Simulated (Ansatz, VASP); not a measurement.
## Two plane-wave programs on C

```xyz
2
Lattice="0.0000 1.7801 1.7801 1.7801 0.0000 1.7801 1.7801 1.7801 0.0000" Properties=species:S:1:pos:R:3 pbc="T T T"
C     0.0000    0.0000    0.0000
C     0.8901    0.8901    0.8901
```

Alike in both runs: task single point; functional PBE; k mesh 12 × 12 × 12; no spin polarisation.

```csv
,VASP,Ansatz
version,VASP 6.6.1,Ansatz 0.2.0
potentials or method,"VASP PAW PBE potentials, release 64 (C)","plane waves, PAW"
plane-wave cutoff (eV),600,420
occupations,"gaussian, width 0.01 eV",fixed
valence electrons in the cell,8,8
```

|  | VASP | Ansatz | Ansatz less VASP |
| --- | --- | --- | --- |
| gap on the k mesh at the Fermi level (eV) | 4.17 | 4.17 | +0.007 |
| pressure (GPa) | 4.2 | 4.2 | -0.01 |
